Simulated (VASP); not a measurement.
Wanted: the native input for a VASP 6.6.1 run.

```
Task                   : relaxation of cell and atoms
Functional             : PBEsol
Potentials or basis    : VASP PAW PBE potentials, release 64 (Ru_pv)
Cutoff                 : 600 eV
k mesh                 : 10 × 12 × 12
Occupations            : gaussian, width 0.1 eV
Spin                   : no spin polarisation
Dipole correction      : no
Further INCAR settings : ALGO = Fast; EDIFF = 1e-06; IBRION = 2; EDIFFG = -0.015; NSW = 80; ISIF = 3
```

The structure of Ru lies in POSCAR:

```
Ru
1.0
    0.0000000000      0.0000000000      4.2519430486
    4.0342218022      2.3291590434      0.0000000000
   -4.0342218021      2.3291590435      0.0000000000
Ru
6
Direct
    0.2500000000      0.3333333333      0.3333333333
    0.2500000000      0.6666666667      0.0000000000
    0.2500000000      0.0000000000      0.6666666667
    0.7500000000      0.3333333333      1.0000000000
    0.7500000000      0.6666666667      0.6666666667
    0.7500000000      0.0000000000      0.3333333333
```

The input as run:

INCAR

```
SYSTEM = Ru
  PREC = Accurate
  ENCUT = 600
  EDIFF = 1E-6
  ISMEAR = 0
  SIGMA = 0.1
  LREAL = .False.
  LASPH = .True.
  NELM = 100
  ALGO = Fast
  ISIF = 3
  LWAVE = .False.
  LCHARG = .False.
  GGA = PS
  IBRION = 2
  NSW = 80
  EDIFFG = -0.015
```

KPOINTS

```
regular mesh
0
Gamma
  10 12 12
  0 0 0
```

Potentials or basis: VASP PAW PBE potentials, release 64 (Ru_pv).

Run with:

```bash
$ cat potpaw_PBE.64/Ru_pv/POTCAR > POTCAR
$ mpirun -np 1 vasp_std > vasp.out
```

Results of the run:

| Quantity | Value |
| --- | --- |
| Energy gained by relaxing | 0.0 meV/atom |
| Ionic steps | 3 |
| Pressure after relaxing | -0.1 GPa |
| Band gap on the k mesh | zero (bands 42 and 43 overlap by 1.36 eV) |

Caveat: the PAW data sets were made with another functional, which shifts forces and pressure a little.

It took 14 min on 1 thread of Oxide Virtual Turin-like Processor (shared host), peak memory 0.47 GiB.
